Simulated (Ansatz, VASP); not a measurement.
## MgO in VASP and in Ansatz

The input POSCAR:

```
MgO
1.0
    0.0964555237      2.0903613184      2.0903613184
    2.0903613184      0.0964555237      2.0903613184
    2.0903613184      2.0903613184      0.0964555237
Mg O
1 1
Direct
    0.0000000000      0.0000000000      0.0000000000
    0.5000000000      0.5000000000      0.5000000000
```

File INCAR.step1:

```
SYSTEM = MgO
ALGO = Normal ; EDIFF = 1E-5
ENCUT = 750 ; GGA = PE
GGA_COMPAT = .FALSE. ; ISMEAR = 0
LASPH = .TRUE. ; LCHARG = .FALSE.
LREAL = .FALSE. ; LWAVE = .TRUE.
NBANDS = 15 ; NELM = 120
PREC = Accurate ; SIGMA = 0.01
```

Contents of INCAR.step2:

```
SYSTEM = MgO
ALGO = Normal ; EDIFF = 1E-6
ENCUT = 750 ; GGA_COMPAT = .FALSE.
ISIF = 2 ; ISMEAR = 0
ISTART = 1 ; LASPH = .TRUE.
LCHARG = .FALSE. ; LMIXTAU = .TRUE.
LREAL = .FALSE. ; LWAVE = .FALSE.
METAGGA = R2SCAN ; NBANDS = 15
NELM = 120 ; PREC = Accurate
SIGMA = 0.01
```

KPOINTS

```
k-points
0
G
  10 10 10
  0 0 0
```

Input for Ansatz:

```yaml
crystal:
  lattice:
    - [0.0964555237, 2.0903613184, 2.0903613184]
    - [2.0903613184, 0.0964555237, 2.0903613184]
    - [2.0903613184, 2.0903613184, 0.0964555237]
  atoms:
    - { symbol: Mg, position: [0.0, 0.0, 0.0] }
    - { symbol: O, position: [0.5, 0.5, 0.5] }
kpoints:
  mp_grid: { grid: [10, 10, 10] }
  band_path:
    path:
      - [0.0, 0.0, 0.0]
      - [0.5, 0.0, 0.5]
      - [0.625, 0.25, 0.625]
      - [0.375, 0.375, 0.75]
      - [0.5, 0.5, 0.5]
      - [0.5, 0.25, 0.75]
    npoints: 1
hamiltonian:
  xc: r2scan
scf:
  occupations: { method: fixed }
  n_extra_bands: 4
output:
  forces: true
  stress: true
  eigenvalues: true
  write_density: true
  write_potential: true
  elf: true
  volumetric_format: npy
```

Change from the starting cell: epitaxial_111 strain -5.2%.

Alike in both runs: task single point; functional r2SCAN; k mesh 10 × 10 × 10; no spin polarisation.

```csv
,VASP,Ansatz
version,VASP 6.6.1,Ansatz 0.2.0
potentials or method,"VASP PAW PBE potentials, release 64 (Mg_sv, O)","plane waves, PAW"
plane-wave cutoff (eV),750,500
occupations,"gaussian, width 0.01 eV",fixed
valence electrons in the cell,16,16
```

Ansatz gave:

| Property | Result |
| --- | --- |
| gap on the k mesh at the Fermi level (eV) | 6.31 |
| pressure (GPa) | 17.8 |
| traceless stress, the component that is largest in VASP (GPa) | -8.88 |

Task: Estimate VASP's values.

Result: gap on the k mesh at the Fermi level (eV): 6.32; pressure (GPa): 17.7; traceless stress, the component that is largest in VASP (GPa): -8.85.

VASP's potentials were made for PBE, not for r2SCAN.
